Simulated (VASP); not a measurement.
# KF (Fm-3m) in VASP: further runs

The runs below take KF through single point, with LDA.

Everything below comes from runs of VASP 6.6.1. Logs are shortened: lines on timing, memory, paths and dates and some standing lists are left out, and cuts for length are marked.

## Step 1: The cell of the first run

The structure is cubic, space group Fm-3m (No. 225). The conventional cell has a = 5.022 Å, b = 5.022 Å, c = 5.022 Å, α = 90.00°, β = 90.00°, γ = 90.00°. Within 3.3 Å of K (site symmetry m-3m) lie 6 F at 2.51 Å. Within 3.3 Å of F (site symmetry m-3m) lie 6 K at 2.51 Å.

## Step 2: Single point, LDA

The input, INCAR:

```
  ALGO = Normal
  EDIFF = 1E-7
  ENCUT = 520
  GGA = CA
  ISIF = 2
  ISMEAR = 0
  LASPH = True
  LCHARG = True
  LELF = True
  LREAL = False
  LVHAR = True
  LWAVE = False
  NBANDS = 15
  NELM = 60
  PREC = Accurate
  SIGMA = 0.05
```

The input, KPOINTS:

```
k-points
0
Gamma
  8 8 8
```

The input, POSCAR:

```
KF
1.0
    0.0000000000      2.5109387345      2.5109387345
    2.5109387345      0.0000000000      2.5109387345
    2.5109387345      2.5109387345      0.0000000000
K F
1 1
Direct
    0.0000000000      0.0000000000      0.0000000000
    0.5000000000      0.5000000000      0.5000000000
```

Potentials or basis: VASP PAW LDA potentials, release 64 (K_sv, F).

Command:

```bash
$ cat potpaw_LDA.64/K_sv/POTCAR potpaw_LDA.64/F/POTCAR > POTCAR
$ mpirun -np 1 vasp_std > vasp.out
```

OUTCAR:

```text
EDIFF = 1E-7
   ENCUT = 520
   GGA = CA
   ISIF = 2
   ISMEAR = 0
   LASPH = True
   LREAL = False
   NELM = 60
   PREC = Accurate

 ion  position               nearest neighbor table
   1  0.000  0.000  0.000-   2 2.51   2 2.51   2 2.51   2 2.51   2 2.51   2 2.51
   2  0.500  0.500  0.500-   1 2.51   1 2.51   1 2.51   1 2.51   1 2.51   1 2.51

  LATTYP: Found a face centered cubic cell.
 ALAT       =     5.0218774690

  Lattice vectors:

 A1 = (   0.0000000000,   2.5109387345,   2.5109387345)
 A2 = (   2.5109387345,   0.0000000000,   2.5109387345)
 A3 = (   2.5109387345,   2.5109387345,   0.0000000000)

Analysis of symmetry for initial positions (statically):
=====================================================================
 Subroutine PRICEL returns:
 Original cell was already a primitive cell.

 Routine SETGRP: Setting up the symmetry group for a
 face centered cubic supercell.

 Subroutine GETGRP returns: Found 48 space group operations
 (whereof 48 operations were pure point group operations)
 out of a pool of 48 trial point group operations.

The static configuration has the point symmetry O_h .

Analysis of symmetry for dynamics (positions and initial velocities):
=====================================================================
 Subroutine PRICEL returns:
 Original cell was already a primitive cell.

 Routine SETGRP: Setting up the symmetry group for a
 face centered cubic supercell.

 Subroutine GETGRP returns: Found 48 space group operations
 (whereof 48 operations were pure point group operations)
 out of a pool of 48 trial point group operations.

The dynamic configuration has the point symmetry O_h .

 Subroutine INISYM returns: Found 48 space group operations
 (whereof 48 operations are pure point group operations),
 and found     1 'primitive' translations

----------------------------------------------------------------------------------------

                                     Primitive cell

  volume of cell :      31.6620

  direct lattice vectors                    reciprocal lattice vectors
     0.000000000  2.510938734  2.510938734    -0.199128714  0.199128714  0.199128714
     2.510938734  0.000000000  2.510938734     0.199128714 -0.199128714  0.199128714
     2.510938734  2.510938734  0.000000000     0.199128714  0.199128714 -0.199128714

  length of vectors
     3.551003613  3.551003613  3.551003613     0.344901049  0.344901049  0.344901049

  position of ions in fractional coordinates (direct lattice)
     0.000000000  0.000000000  0.000000000
     0.500000000  0.500000000  0.500000000

  ion indices of the primitive-cell ions
   primitive index   ion index
                 1           1
                 2           2

----------------------------------------------------------------------------------------

 KPOINTS: k-points

Automatic generation of k-mesh.
 Grid dimensions read from file:
 generate k-points for:    8    8    8

 Generating k-lattice:

  Cartesian coordinates                     Fractional coordinates (reciprocal lattice)
    -0.024891089  0.024891089  0.024891089     0.125000000  0.000000000  0.000000000
     0.024891089 -0.024891089  0.024891089     0.000000000  0.125000000  0.000000000
     0.024891089  0.024891089 -0.024891089     0.000000000  0.000000000  0.125000000

  Length of vectors
     0.043112631  0.043112631  0.043112631

  Shift w.r.t. Gamma in fractional coordinates (k-lattice)
     0.000000000  0.000000000  0.000000000

 Subroutine IBZKPT returns following result:
 ===========================================

 Found     29 irreducible k-points:

 Following reciprocal coordinates:
            Coordinates               Weight
  0.000000  0.000000  0.000000      1.000000
  0.125000  0.000000  0.000000      8.000000
  0.250000  0.000000  0.000000      8.000000
  0.375000  0.000000  0.000000      8.000000
  0.500000  0.000000  0.000000      4.000000
  0.125000  0.125000  0.000000      6.000000
[... 16 lines left out ...]
  0.500000  0.250000  0.125000     48.000000
 -0.375000  0.250000  0.125000     24.000000
 [... further k-points ...]
   k-points           NKPTS =     29   k-points in BZ     NKDIM =     29   number of bands    NBANDS=     15
   number of dos      NEDOS =    301   number of ions     NIONS =      2
   total plane-waves  NPLWV =  21952
   dimension x,y,z NGX =    28 NGY =   28 NGZ =   28
   dimension x,y,z NGXF=    56 NGYF=   56 NGZF=   56
   ions per type =               1   1
   NGX,Y,Z   is equivalent  to a cutoff of  13.11, 13.11, 13.11 a.u.
   NGXF,Y,Z  is equivalent  to a cutoff of  26.22, 26.22, 26.22 a.u.
 SYSTEM =  unknown system
   PREC   = accura    normal or accurate (medium, high low for compatibility)
   ISTART =      0    job   : 0-new  1-cont  2-samecut
   ICHARG =      2    charge: 1-file 2-atom 10-const
   ISPIN  =      1    spin polarized calculation?
   LNONCOLLINEAR =      F non collinear calculations
   LSORBIT =      F    spin-orbit coupling
   LASPH  =      T    aspherical Exc in radial PAW
   ENCUT  =  520.0 eV  38.22 Ry    6.18 a.u.   6.60  6.60  6.60*2*pi/ulx,y,z
   NELM   =     60;   NELMIN=  2; NELMDL= -5     # of ELM steps
   EDIFF  = 0.1E-06   stopping-criterion for ELM
   LREAL  =      F    real-space projection
   EDIFFG = 0.1E-05   stopping-criterion for IOM
   NSW    =      0    number of steps for IOM
   IBRION =     -1    ionic relax: 0-MD 1-quasi-New 2-CG
   NFREE  =      0    steps in history (QN), initial steepest desc. (CG)
   ISIF   =      2    stress and relaxation
   ISYM   =      2    0-nonsym 1-usesym 2-fastsym
   POTIM  = 0.5000    time-step for ionic-motion
   TEBEG  =    0.0;   TEEND  =   0.0 temperature during run
   PSTRESS=    0.0 pullay stress
   NELECT =      16.0000    total number of electrons
   NUPDOWN=      -1.0000    fix difference up-down
   EMIN   =  10.00;   EMAX   =-10.00  energy-range for DOS
   EFERMI =   0.00;   METHOD = LEGACY
   ISMEAR =     0;   SIGMA  =   0.05  broadening in eV -4-tet -1-fermi 0-gaus
   EFERMI_NEDOS =   21; number of points for ismear=-14 and -15
   IALGO  =     38    algorithm
   IMIX   =      4    mixing-type and parameters
     AMIX     =   0.40;   BMIX     =  1.00
     AMIX_MAG =   1.60;   BMIX_MAG =  1.00
  volume/ion in A,a.u.               =      15.83       106.83
  Fermi-wavevector in a.u.,A,eV,Ry     =   1.303973  2.464152 23.134618  1.700346
  Thomas-Fermi vector in A             =   2.434940
   LORBIT       =      0    0 simple, 1 ext, 2 COOP (PROOUT), +10 PAW based schemes
   GGA     = CA    functional components
   LHFCALC =     F    Hartree Fock is set to
   AEXX    =    0.0000 exact exchange contribution
   IVDW    =     0    specifies the selected vdW correction
   LEPSILON=     F    determine dielectric tensor
   LRPA    =     F    only Hartree local field effects (RPA)
 non-spin polarized calculation
 Gauss-broadening in eV      SIGMA  =   0.05
  energy-cutoff  :      520.00
  volume of cell :       31.66
 maximum number of plane-waves:       877
 NGX is ok and might be reduce to    28
   NGX = 13   NGY = 13   NGZ = 13

 number of electron      15.9999992 magnetization

 Free energy of the ion-electron system (eV)
  ---------------------------------------------------
  ext. energy  EPLUGINS =         0.00000000
  ---------------------------------------------------
  free energy    TOTEN  =        -9.02762296 eV

  energy without entropy =       -9.02762296  energy(sigma->0) =       -9.02762296

 E-fermi :  -2.4088     XC(G=0): -10.0204

 val. band max:       -2.6144816777   @ k =   0.5000   0.5000   0.0000
 cond. band min:       4.2181739658   @ k =   0.0000   0.0000   0.0000
 fundamental gap:      6.8326556434
 Fermi energy:        -2.4088439836

 k-point     1 :       0.0000    0.0000    0.0000
  band No.  band energies     occupation
      1     -27.8583      2.00000
      2     -20.9367      2.00000
      3     -11.1197      2.00000
      4     -11.1197      2.00000
      5     -11.1197      2.00000
      6      -2.6310      2.00000
      7      -2.6310      2.00000
      8      -2.6310      2.00000
      9       4.2182      0.00000
     10       8.3369      0.00000
     11       8.3369      0.00000
     12       8.3369      0.00000
     13      10.3531      0.00000
     14      10.3531      0.00000
     15      14.9023      0.00000

 k-point     2 :       0.1250    0.0000    0.0000
  band No.  band energies     occupation
      1     -27.8232      2.00000
      2     -20.9755      2.00000
      3     -11.1804      2.00000
      4     -11.1268      2.00000
      5     -11.1268      2.00000
      6      -2.8269      2.00000
      7      -2.7186      2.00000
      8      -2.7186      2.00000
      9       4.7347      0.00000
     10       8.0471      0.00000
     11       8.6005      0.00000
     12       8.6005      0.00000
     13      10.5687      0.00000
     14      10.5687      0.00000
     15      15.8624      0.00000

 k-point     3 :       0.2500    0.0000    0.0000
  band No.  band energies     occupation
      1     -27.7365      2.00000
      2     -21.0709      2.00000
      3     -11.3249      2.00000
      4     -11.1432      2.00000
      5     -11.1432      2.00000
      6      -3.2364      2.00000
      7      -2.9234      2.00000
      8      -2.9234      2.00000
      9       5.9415      0.00000
     10       7.7532      0.00000
     11       9.2722      0.00000
     12       9.2722      0.00000
     13      11.1933      0.00000
     14      11.1933      0.00000
     15      17.5090      0.00000

 k-point     4 :       0.3750    0.0000    0.0000
  band No.  band energies     occupation
      1     -27.6468      2.00000
      2     -21.1704      2.00000
      3     -11.4668      2.00000
      4     -11.1590      2.00000
      5     -11.1590      2.00000
      6      -3.5869      2.00000
      7      -3.1196      2.00000
      8      -3.1196      2.00000
      9       6.7737      0.00000
     10       8.3407      0.00000
     11       9.9564      0.00000
     12       9.9564      0.00000
     13      12.2015      0.00000
     14      12.2015      0.00000
     15      16.6077      0.00000
[... 307 lines left out ...]
 k-point    22 :       0.3750    0.2500    0.1250
  band No.  band energies     occupation
      1     -27.6779      2.00000
      2     -21.0935      2.00000
      3     -11.4057      2.00000
      4     -11.3981      2.00000
      5     -11.2023      2.00000
      6      -3.3625      2.00000
      7      -2.9620      2.00000
      8      -2.6831      2.00000
      9       6.6693      0.00000
     10       6.8842      0.00000
     11      10.0063      0.00000
     12      10.0778      0.00000
     13      11.3495      0.00000
     14      11.7832      0.00000
     15      17.7619      0.00000

 k-point    23 :       0.5000    0.2500    0.1250
  band No.  band energies     occupation
      1     -27.6098      2.00000
      2     -21.1415      2.00000
      3     -11.5966      2.00000
      4     -11.4962      2.00000
      5     -11.2171      2.00000
      6      -3.3714      2.00000
      7      -3.0858      2.00000
      8      -2.7841      2.00000
      9       6.9840      0.00000
     10       7.6673      0.00000
     11       9.9865      0.00000
     12      10.7597      0.00000
     13      11.9887      0.00000
     14      13.1669      0.00000
     15      15.4415      0.00000

 k-point    24 :      -0.3750    0.2500    0.1250
  band No.  band energies     occupation
      1     -27.5811      2.00000
      2     -21.1615      2.00000
      3     -11.6759      2.00000
      4     -11.5353      2.00000
      5     -11.2235      2.00000
      6      -3.3922      2.00000
      7      -3.0078      2.00000
      8      -2.9406      2.00000
      9       7.1864      0.00000
     10       8.0171      0.00000
     11      10.0422      0.00000
     12      10.9961      0.00000
     13      12.5716      0.00000
     14      13.8765      0.00000
     15      14.4588      0.00000

 [... further k-points ...]

------------------------ aborting loop because EDIFF is reached ----------------------------------------

  FORCE on cell =-STRESS in cart. coord.  units (eV):
  Direction    XX          YY          ZZ          XY          YZ          ZX
  --------------------------------------------------------------------------------------
  -------------------------------------------------------------------------------------
  Total        0.9624283      0.9624283      0.9624283      0.0000000     -0.0000000      0.0000000
  in kB       48.7013101     48.7013101     48.7013101      0.0000000     -0.0000000      0.0000000
  external PRESSURE =      48.7013101 kB  Pullay stress =       0.0000000 kB

 VOLUME and BASIS-vectors are now :
 -----------------------------------------------------------------------------
  energy-cutoff  :      520.00
  volume of cell :       31.66
      direct lattice vectors                 reciprocal lattice vectors
     0.000000000  2.510938734  2.510938734    -0.199128714  0.199128714  0.199128714
     2.510938734  0.000000000  2.510938734     0.199128714 -0.199128714  0.199128714
     2.510938734  2.510938734  0.000000000     0.199128714  0.199128714 -0.199128714

 POSITION                                       TOTAL-FORCE (eV/Angst)
 -----------------------------------------------------------------------------------
      0.00000      0.00000      0.00000         0.000000      0.000000     -0.000000
      2.51094      2.51094      2.51094        -0.000000     -0.000000      0.000000
 -----------------------------------------------------------------------------------
    total drift:                                0.000000      0.000000      0.000000

  FREE ENERGIE OF THE ION-ELECTRON SYSTEM (eV)
  ---------------------------------------------------
  free  energy   TOTEN  =        -9.0276229642 eV

  energy  without entropy=       -9.0276229642  energy(sigma->0) =       -9.02762296
```

Wall time 16 s (1 thread of Intel Xeon Platinum 8375C at 2.90GHz (Ice Lake), shared host); peak memory 0.15 GiB.

Results:

```
Free energy            : -9.0276 eV
Pressure               : 4.9 GPa
Band gap on the k mesh : 6.83 eV, indirect (least direct gap 6.85 eV)
```

A k mesh can miss the band edges.

[end of part 1 of 2]
